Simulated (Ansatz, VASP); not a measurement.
# One calculation of TlPb2, two programs

File POSCAR:

```
TlPb2
1.0
    0.0000000000      4.6850505000      4.6850505000
    4.6850505000      0.0000000000      4.6850505000
    4.6850505000      4.6850505000      0.0000000000
Tl Pb
2 4
Direct
    0.0000000000      0.0000000000      0.0000000000
    0.2500000000      0.2500000000      0.2500000000
    0.6250000000      0.6250000000      0.6250000000
    0.1250000000      0.6250000000      0.6250000000
    0.6250000000      0.1250000000      0.6250000000
    0.6250000000      0.6250000000      0.1250000000
```

INCAR.step1

```
PREC = Accurate ; ENCUT = 520
ISMEAR = 0 ; SIGMA = 0.1
LREAL = False ; LASPH = True
NELM = 80 ; NBANDS = 50
GGA = PE ; ALGO = Normal
EDIFF = 1E-4 ; LWAVE = True
LCHARG = False
```

INCAR.step2

```
PREC = Accurate ; ENCUT = 520
EDIFF = 1E-7 ; ISMEAR = 0
SIGMA = 0.1 ; LREAL = False
LASPH = True ; NELM = 80
ALGO = Normal ; ISIF = 2
LWAVE = False ; LCHARG = False
METAGGA = R2SCAN ; LMIXTAU = True
NBANDS = 50 ; ISTART = 1
```

Contents of KPOINTS:

```
Automatic mesh
0
Gamma
  8 8 8
```

Input for Ansatz:

```yaml
crystal:
  lattice:
    - [0.0, 4.6850505, 4.6850505]
    - [4.6850505, 0.0, 4.6850505]
    - [4.6850505, 4.6850505, 0.0]
  atoms:
    - { symbol: Tl, position: [0.0, 0.0, 0.0] }
    - { symbol: Tl, position: [0.25, 0.25, 0.25] }
    - { symbol: Pb, position: [0.625, 0.625, 0.625] }
    - { symbol: Pb, position: [0.125, 0.625, 0.625] }
    - { symbol: Pb, position: [0.625, 0.125, 0.625] }
    - { symbol: Pb, position: [0.625, 0.625, 0.125] }
basis:
  ecutwfc: 500
kpoints:
  mp_grid: { grid: [8, 8, 8] }
  band_path:
    path:
      - [[0.0, 0.0, 0.0], [0.5, 0.0, 0.5], [0.625, 0.25, 0.625]]
      - [[0.375, 0.375, 0.75], [0.0, 0.0, 0.0], [0.5, 0.5, 0.5], [0.5, 0.25, 0.75], [0.5, 0.0, 0.5]]
    npoints: 14
hamiltonian:
  xc: r2scan
scf:
  occupations: { method: gaussian, width: 0.1 }
  n_extra_bands: 15
output:
  forces: true
  stress: true
  eigenvalues: true
  populations: true
  dos: { projected: true, de: 0.02, nscf_kmesh: { grid: [10, 10, 10] } }
  bader: true
  write_density: true
  write_potential: true
  elf: true
  volumetric_format: npy
```

Alike in both runs: task single point; functional r2SCAN; k mesh 8 × 8 × 8; occupations gaussian, width 0.1 eV; no spin polarisation.

```csv
,VASP,Ansatz
version,VASP 6.6.1,Ansatz 0.2.0
potentials or method,"VASP PAW PBE potentials, release 64 (Tl_d, Pb_d), cutoff 520 eV","scalar-relativistic, plane waves, PAW"
valence electrons in the cell,82,82
```

|  | VASP | Ansatz | Ansatz less VASP |
| --- | --- | --- | --- |
| gap on the k mesh at the Fermi level (eV) | none | none | - |
| pressure (GPa) | -1.0 | -1.0 | +0.02 |

VASP's potentials were made for PBE, not for r2SCAN. A gap of «none» marks a metal or a gap that the smearing closes.

Neither program's run includes spin-orbit coupling.
